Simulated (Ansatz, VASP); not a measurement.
# Ni: VASP beside Ansatz

File INCAR:

```
PREC = Accurate
ENCUT = 690
EDIFF = 1E-6
ISMEAR = -1
SIGMA = 0.05
LREAL = False
LASPH = True
NELM = 200
ALGO = Normal
ISIF = 2
LWAVE = False
LCHARG = False
ISPIN = 2
MAGMOM = 1 1
LORBIT = 11
LMAXMIX = 4
NBANDS = 29
GGA_COMPAT = False
```

KPOINTS

```
Automatic mesh
0
Gamma
  12 12 7
```

Contents of POSCAR:

```
Ni
1.0
    2.3980492245      0.0000000000      0.0000000000
   -1.1990246123      2.0767715480      0.0000000000
    0.0000000000      0.0000000000      3.9896657190
Ni
2
Direct
    0.6666666667      0.3333333333      0.7500000000
    0.3333333333      0.6666666667      0.2500000000
```

input.yaml

```yaml
crystal:
  lattice:
    - [2.3980492245, 0.0, 0.0]
    - [-1.1990246123, 2.076771548, 0.0]
    - [0.0, 0.0, 3.989665719]
  atoms:
    - { symbol: Ni, position: [0.6666666667, 0.3333333333, 0.75], spin: 1.0 }
    - { symbol: Ni, position: [0.3333333333, 0.6666666667, 0.25], spin: 1.0 }
hamiltonian:
  xc: lda
  pseudopotentials: { kind: paw }
magnetization:
  spin_polarized: true
kpoints:
  mp_grid: { grid: [12, 12, 7] }
scf:
  occupations: { method: fermi_dirac, width: 0.05 }
output:
  forces: true
  stress: true
  eigenvalues: true
```

Alike in both runs: task single point; functional LDA; k mesh 12 × 12 × 7; occupations fermi-dirac, width 0.05 eV; collinear spin.

|  | VASP | Ansatz |
| --- | --- | --- |
| version | VASP 6.6.1 | Ansatz 0.2.0 |
| potentials or method | VASP PAW LDA potentials, release 64 (Ni_sv_GW) | Ansatz PAW |
| plane-wave cutoff (eV) | 690 | 420 |
| valence electrons in the cell | 36 | 36 |

VASP gave:

| Property | Result |
| --- | --- |
| gap on the k mesh at the Fermi level (eV) | none |
| pressure (GPa) | 2.5 |
| traceless stress, the component that is largest in VASP (GPa) | -2.60 |
| net moment per atom (μB) | 0.56 |
| size of the moment on the site where the two differ most (μB) | 0.58 |

Problem. Estimate Ansatz's values.

Solution. gap on the k mesh at the Fermi level (eV): none; pressure (GPa): 3.3; traceless stress, the component that is largest in VASP (GPa): -2.76; net moment per atom (μB): 0.58; size of the moment on the site where the two differ most (μB): 0.61.

LDA's correlation is that of Perdew and Zunger in VASP and of Perdew and Wang (1992) in Ansatz. Site moments also hang on the region over which each program counts them. A gap of «none» marks a metal or a gap that the smearing closes.
